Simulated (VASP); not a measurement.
Set up this calculation in VASP 6.6.1, as the native input.

```yaml
Task: single point
Functional: PBEsol
Potentials_or_basis: VASP PAW PBE potentials, release 64 (Li_sv, F)
Cutoff: 520 eV
k_mesh: 10 × 10 × 10
Occupations: gaussian, width 0.01 eV
Spin: no spin polarisation
Dipole_correction: no
Further_INCAR_settings: ALGO = Normal; EDIFF = 1e-07; NBANDS = 12
```

The structure of LiF lies in POSCAR:

```
LiF
1.0
    0.0000000000      1.9053142250      1.9053142250
    1.9053142250      0.0000000000      1.9053142250
    1.9053142250      1.9053142250      0.0000000000
Li F
1 1
Direct
    0.0000000000      0.0000000000      0.0000000000
    0.5000000000      0.5000000000      0.5000000000
```

The input as run:

INCAR

```
SYSTEM = LiF
ALGO = Normal
EDIFF = 1E-7
ENCUT = 520
GGA = PS
ISIF = 2
ISMEAR = 0
LASPH = .TRUE.
LCHARG = .TRUE.
LELF = .TRUE.
LREAL = .FALSE.
LVHAR = .TRUE.
LWAVE = .FALSE.
NBANDS = 12
NELM = 60
PREC = Accurate
SIGMA = 0.01
```

KPOINTS

```
k-points
0
G
  10 10 10
  0 0 0
```

Potentials or basis: VASP PAW PBE potentials, release 64 (Li_sv, F).

Command:

```bash
$ cat potpaw_PBE.64/Li_sv/POTCAR potpaw_PBE.64/F/POTCAR > POTCAR
$ mpirun -np 1 vasp_std > vasp.out
```

Results of the run:

| Quantity | Value |
| --- | --- |
| Band gap on the k mesh | 10.55 eV, direct |

Run time: 7 s on 1 thread of Intel(R) Xeon(R) Platinum 8375C CPU @ 2.90GHz (Ice Lake) (shared host), peak memory 0.12 GiB.
